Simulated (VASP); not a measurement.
# Hg (I4/mmm) in VASP: notebook, part 2 of 2

VASP 6.6.1. The steps go on from the part before.

## 3. Electric field gradients, r2SCAN (x and y stretched by +1.5 %, z held)

POSCAR

```
Hg
1.0
   -2.1007404250      2.1007404250      1.8022580000
    2.1007404250     -2.1007404250      1.8022580000
    2.1007404250      2.1007404250     -1.8022580000
Hg
1
Direct
    0.0000000000      0.0000000000      0.0000000000
```

INCAR.step1

```
SYSTEM = Hg
  ALGO = Normal
  EDIFF = 1E-4
  ENCUT = 520
  GGA = PE
  ISMEAR = -1
  LASPH = .True.
  LCHARG = .False.
  LREAL = .False.
  LWAVE = .True.
  NBANDS = 12
  NELM = 80
  PREC = Accurate
  SIGMA = 0.08
```

INCAR.step2

```
SYSTEM = Hg
  ALGO = Normal
  EDIFF = 1E-8
  ENCUT = 520
  ISIF = 2
  ISMEAR = -1
  ISTART = 1
  LASPH = .True.
  LCHARG = .False.
  LEFG = .True.
  LMIXTAU = .True.
  LREAL = .False.
  LWAVE = .False.
  METAGGA = R2SCAN
  NBANDS = 12
  NELM = 80
  PREC = Accurate
  SIGMA = 0.08
```

KPOINTS

```
k-points
0
Gamma
  13 13 13
  0 0 0
```

Potentials or basis: VASP PAW PBE potentials, release 64 (Hg).

On the command line:

```sh
$ cat potpaw_PBE.64/Hg/POTCAR > POTCAR
$ cp INCAR.step1 INCAR
$ mpirun -np 1 vasp_std > vasp.out
$ cp INCAR.step2 INCAR
$ mpirun -np 1 vasp_std > vasp.out
```

OUTCAR:

```text
SYSTEM = Hg
   EDIFF = 1E-8
   ENCUT = 520
   ISIF = 2
   ISMEAR = -1
   ISTART = 1
   LASPH = .True.
   LREAL = .False.
   METAGGA = R2SCAN
   NELM = 80
   PREC = Accurate

 ion  position               nearest neighbor table
   1  0.000  0.000  0.000-

  LATTYP: Found a body centered tetragonal cell.
 ALAT       =     4.2014808500
 C/A-ratio  =     0.8579156085

  Lattice vectors:

 A1 = (  -2.1007404250,   2.1007404250,   1.8022580000)
 A2 = (   2.1007404250,  -2.1007404250,   1.8022580000)
 A3 = (   2.1007404250,   2.1007404250,  -1.8022580000)

Analysis of symmetry for initial positions (statically):
=====================================================================
 Subroutine PRICEL returns:
 Original cell was already a primitive cell.

 Routine SETGRP: Setting up the symmetry group for a
 body centered tetragonal supercell.

 Subroutine GETGRP returns: Found 16 space group operations
 (whereof 16 operations were pure point group operations)
 out of a pool of 16 trial point group operations.

The static configuration has the point symmetry D_4h.

Analysis of symmetry for dynamics (positions and initial velocities):
=====================================================================
 Subroutine PRICEL returns:
 Original cell was already a primitive cell.

 Routine SETGRP: Setting up the symmetry group for a
 body centered tetragonal supercell.

 Subroutine GETGRP returns: Found 16 space group operations
 (whereof 16 operations were pure point group operations)
 out of a pool of 16 trial point group operations.

The dynamic configuration has the point symmetry D_4h.

 Subroutine INISYM returns: Found 16 space group operations
[... 154 lines left out ...]
      3      -5.9306      2.00000
      4      -5.9306      2.00000
      5      -5.7626      2.00000
      6      -5.4687      2.00000
      7      12.3941      0.00000
      8      12.3941      0.00000
      9      14.8716      0.00000
     10      15.9408      0.00000
     11      15.9408      0.00000
     12      16.2959      0.00000
[... 331 lines left out ...]
 k-point    24 :       0.4615    0.1538   -0.0000
  band No.  band energies     occupation
      1      -6.3302      2.00000
      2      -6.2194      2.00000
      3      -5.6446      2.00000
      4      -5.4734      2.00000
      5      -5.3362      2.00000
      6      -1.3369      2.00000
      7       1.8441      0.00000
      8       6.0719      0.00000
      9       9.2046      0.00000
     10      13.4193      0.00000
     11      16.3665      0.00000
     12      17.4357      0.00000

 [... further k-points ...]
[... 5 lines left out ...]
  --------------------------------------------------------------------------------------
  -------------------------------------------------------------------------------------
  Total       -0.3295334     -0.3295334     -0.2552249      0.0000000      0.0000000      0.0000000
  in kB      -16.5954201    -16.5954201    -12.8532164      0.0000000      0.0000000      0.0000000
  external PRESSURE =     -15.3480189 kB  Pullay stress =       0.0000000 kB

 VOLUME and BASIS-vectors are now :
 -----------------------------------------------------------------------------
  energy-cutoff  :      520.00
  volume of cell :       31.81
      direct lattice vectors                 reciprocal lattice vectors
    -2.100740425  2.100740425  1.802258000     0.000000000  0.238011319  0.277429758
     2.100740425 -2.100740425  1.802258000     0.238011319  0.000000000  0.277429758
     2.100740425  2.100740425 -1.802258000     0.238011319  0.238011319  0.000000000

 POSITION                                       TOTAL-FORCE (eV/Angst)
 -----------------------------------------------------------------------------------
      0.00000      0.00000      0.00000         0.000000      0.000000      0.000000
 -----------------------------------------------------------------------------------
    total drift:                               -0.000000     -0.000000     -0.000000

  FREE ENERGIE OF THE ION-ELECTRON SYSTEM (eV)
  ---------------------------------------------------
  free  energy   TOTEN  =       -49.3355704068 eV

  energy  without entropy=      -49.3333436306  energy(sigma->0) =      -49.33445702

 Electric field gradients (V/A^2)
---------------------------------------------------------------------
 ion       V_xx      V_yy      V_zz      V_xy      V_xz      V_yz
---------------------------------------------------------------------
   1       1.990     1.990    -3.980     0.000     0.000     0.000
---------------------------------------------------------------------

 Electric field gradients after diagonalization (V/A^2)
 (convention: |V_zz| > |V_xx| > |V_yy|)
----------------------------------------------------------------------
 ion       V_xx      V_yy      V_zz     asymmetry (V_yy - V_xx)/ V_zz
----------------------------------------------------------------------
   1       1.990     1.990    -3.980       0.000
----------------------------------------------------------------------

           NMR quadrupolar parameters

 Cq : quadrupolar parameter    Cq=e*Q*V_zz/h
 eta: asymmetry parameters     (V_yy - V_xx)/ V_zz
 Q  : nuclear electric quadrupole moment in mb (millibarn)
----------------------------------------------------------------------
 ion       Cq(MHz)       eta       Q (mb)
----------------------------------------------------------------------
   1      -0.010       0.000       1.000
----------------------------------------------------------------------
```

OSZICAR.step1:

```text
N       E                     dE             d eps       ncg     rms          rms(c)
DAV:   1     0.715084637557E+02    0.71508E+02   -0.62444E+03  4904   0.916E+02
DAV:   2     0.120518370938E+01   -0.70303E+02   -0.65574E+02  5208   0.216E+02
DAV:   3    -0.185505547370E+00   -0.13907E+01   -0.13898E+01  5448   0.337E+01
DAV:   4    -0.187042726509E+00   -0.15372E-02   -0.15372E-02  5264   0.120E+00
DAV:   5    -0.187045244243E+00   -0.25177E-05   -0.25178E-05  4092   0.474E-02    0.136E+00
DAV:   6    -0.177960151279E+00    0.90851E-02   -0.24296E-02  5580   0.168E+00    0.113E+00
DAV:   7    -0.177685904533E+00    0.27425E-03   -0.32267E-03  5268   0.509E-01    0.564E-01
DAV:   8    -0.177872769049E+00   -0.18686E-03   -0.42452E-04  4944   0.231E-01    0.201E-02
DAV:   9    -0.177895413662E+00   -0.22645E-04   -0.17638E-05  2532   0.343E-02
   1 F= -.17789541E+00 E0= -.17659435E+00  d E =-.260213E-02
```

Wall time 2.6 min (1 thread of Intel Xeon 6975P-C (Granite Rapids), shared host); peak memory 0.21 GiB.

Results:

| Quantity | Value |
| --- | --- |
| Free energy | -49.3356 eV |
| Pressure | -1.5 GPa |
| Band gap on the k mesh | zero (band 6 reaches 1.37 eV, above the bottom of band 7 at 0.35 eV) |

Electric field gradients, principal values (V/Å²):
```csv
atom,least,middle,greatest (by size)
1 Hg,1.990,1.990,-3.980
```

Caveat: the cell differs from its parent crystal (x and y stretched by +1.5 %, z held); without QUAD_EFG the Cq values of the log hold for a quadrupole moment of 1 mb, not for the nuclei; the PAW data sets were made with another functional, which shifts forces and pressure a little; spin-orbit coupling is left out, which moves the levels of the heavy elements.
